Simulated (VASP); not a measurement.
Here is a VASP 6.6.1 calculation.

Contents of POSCAR:

```
Ti3Al
1.0
    0.0000000000      3.2317810000      3.2317810000
    3.2317810000      0.0000000000      3.2317810000
    3.2317810000      3.2317810000      0.0000000000
Ti Al
3 1
Direct
    0.7500000000      0.7500000000      0.7500000000
    0.2500000000      0.2500000000      0.2500000000
    0.0000000000      0.0000000000      0.0000000000
    0.5000000000      0.5000000000      0.5000000000
```

INCAR.step1

```
  ALGO = Normal
  EDIFF = 1E-4
  ENCUT = 520
  GGA = PE
  ISMEAR = 0
  LASPH = T
  LCHARG = F
  LREAL = F
  LWAVE = T
  NBANDS = 28
  NELM = 100
  PREC = Accurate
  SIGMA = 0.1
```

The input INCAR.step2:

```
  ALGO = Normal
  EDIFF = 1E-7
  ENCUT = 520
  ISIF = 2
  ISMEAR = 0
  ISTART = 1
  LASPH = T
  LCHARG = F
  LMIXTAU = T
  LREAL = F
  LWAVE = F
  METAGGA = R2SCAN
  NBANDS = 28
  NELM = 100
  PREC = Accurate
  SIGMA = 0.1
```

Contents of KPOINTS:

```
k-points
0
Gamma
  6 6 6
```

Potentials or basis: VASP PAW PBE potentials, release 64 (Ti_sv, Al).

The run is started by

```sh
$ cat potpaw_PBE.64/Ti_sv/POTCAR potpaw_PBE.64/Al/POTCAR > POTCAR
$ cp INCAR.step1 INCAR
$ mpirun -np 1 vasp_std > vasp.out
$ cp INCAR.step2 INCAR
$ mpirun -np 1 vasp_std > vasp.out
```

Problem. Estimate the band gap on the k mesh.

Solution. Zero (an odd number of electrons rules out a gap without spin polarisation).

Problem. Estimate the pressure.

Solution. -1.9 GPa.

Caveat: the PAW data sets were made with another functional, which shifts forces and pressure a little.
